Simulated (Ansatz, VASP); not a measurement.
**One calculation of NaF, two programs**

File INCAR:

```
PREC = Accurate
ENCUT = 600
EDIFF = 1E-6
ISMEAR = 0
SIGMA = 0.05
LREAL = False
LASPH = True
NELM = 120
ALGO = Normal
ISIF = 2
LWAVE = False
LCHARG = False
GGA = PS
NBANDS = 14
GGA_COMPAT = False
```

KPOINTS

```
Automatic mesh
0
Gamma
  6 6 6
```

Contents of POSCAR:

```
NaF
1.0
    2.8492235785      0.0000000000      0.0000000000
    0.0000000000      2.8492235785      0.0000000000
    0.0000000000      0.0000000000      2.8492235785
Na F
1 1
Direct
    0.0000000000      0.0000000000      0.0000000000
    0.5000000000      0.5000000000      0.5000000000
```

Input for Ansatz:

```yaml
crystal:
  lattice:
    - [2.8492235785, 0.0, 0.0]
    - [0.0, 2.8492235785, 0.0]
    - [0.0, 0.0, 2.8492235785]
  atoms:
    - { symbol: Na, position: [0.0, 0.0, 0.0] }
    - { symbol: F, position: [0.5, 0.5, 0.5] }
basis:
  ecutwfc: 420
kpoints:
  mp_grid: { grid: [6, 6, 6] }
hamiltonian:
  xc: pbesol
scf:
  occupations: { method: gaussian, width: 0.05 }
output:
  forces: true
  stress: true
  eigenvalues: true
```

Alike in both runs: task single point; functional PBEsol; k mesh 6 × 6 × 6; occupations gaussian, width 0.05 eV; no spin polarisation.

|  | VASP | Ansatz |
| --- | --- | --- |
| version | VASP 6.6.1 | Ansatz 0.2.0 |
| potentials or method | VASP PAW PBE potentials, release 64 (Na_pv, F), cutoff 600 eV | scalar-relativistic, plane waves, PAW |
| valence electrons in the cell | 14 | 16 |

Ansatz gave:

* gap on the k mesh at the Fermi level (eV): 5.64
* least direct gap on the mesh (eV): 5.96
* pressure (GPa): -1.7

Q: What did VASP give for the same quantities?

A: gap on the k mesh at the Fermi level (eV): 5.62; least direct gap on the mesh (eV): 5.94; pressure (GPa): -1.9.

VASP's potentials were made for PBE, not for PBEsol. VASP's potentials hold 14 valence electrons a cell and Ansatz's 16, so a difference there can come from the potentials and not from the codes.
